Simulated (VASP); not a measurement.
SiC:

```
CELL_PARAMETERS angstrom
0.00000 2.18987 2.18987
2.18987 0.00000 2.18987
2.18987 2.18987 0.00000
ATOMIC_POSITIONS crystal
Si 0.00000 0.00000 0.00000
C 0.25000 0.25000 0.25000
```

- Program: VASP 6.6.1
- Task: relaxation of cell and atoms
- Functional: LDA
- Potentials or basis: VASP PAW LDA potentials, release 64 (Si, C)
- Cutoff: 600 eV
- k mesh: 10 × 10 × 10
- Occupations: gaussian, width 0.02 eV
- Spin: no spin polarisation

At the start: pressure -7.3 GPa; volume 10.50 Å³/atom.

Task: How do energy, volume and symmetry change on relaxing?

Result: Over 3 steps the energy falls by 8.2 meV/atom and the volume is 10.15 Å³/atom (-3.3 %); space group F-43m (No. 216, to 0.1 Å) before and after.

Step by step:
```
step  energy change (eV)  largest force (eV/Å)  pressure (GPa)  volume (Å³)
   1              0.0000                0.0000           -7.27        21.00
   2              0.0026                0.0000            8.77        19.59
   3             -0.0164                0.0000           -0.05        20.31
```

Final structure:
```
Si C
1.0
     0.00000    2.16537    2.16537
     2.16537    0.00000    2.16537
     2.16537    2.16537    0.00000
Si C
1 1
Cartesian
  0.0000 0.0000 0.0000
  1.0827 1.0827 1.0827
```
